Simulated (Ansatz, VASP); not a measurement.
**One calculation of ScAl5, two programs**

```xyz
6
Lattice="3.0288 0.0000 0.0000 -1.5144 2.6230 0.0000 0.0000 0.0000 13.6307" Properties=species:S:1:pos:R:3 pbc="T T T"
Sc    0.0000    0.0000    0.0000
Al    0.0000    1.7487    2.4183
Al    1.5144    0.8743    4.6259
Al    0.0000    0.0000    6.8153
Al    0.0000    1.7487    9.0047
Al    1.5144    0.8743   11.2123
```

Alike in both runs: functional PBE; k mesh 12 × 12 × 4; occupations gaussian, width 0.1 eV; no spin polarisation.

Ansatz relaxed the structure, and its values are those at the end. VASP's run is a single point on that final structure, the one shown.

|  | VASP | Ansatz |
| --- | --- | --- |
| version | VASP 6.6.1 | Ansatz 0.2.0 |
| potentials or method | VASP PAW PBE potentials, release 64 (Sc_sv, Al), cutoff 520 eV | scalar-relativistic, plane waves, PAW |
| valence electrons in the cell | 26 | 26 |

```tsv
	VASP	Ansatz	Ansatz less VASP
gap on the k mesh at the Fermi level (eV)	none	none	-
pressure (GPa)	0.0	0.0	0.00
rms of the force components (eV/Å)	0.003	0.000	-0.0032
```

A gap of «none» marks a metal or a gap that the smearing closes.
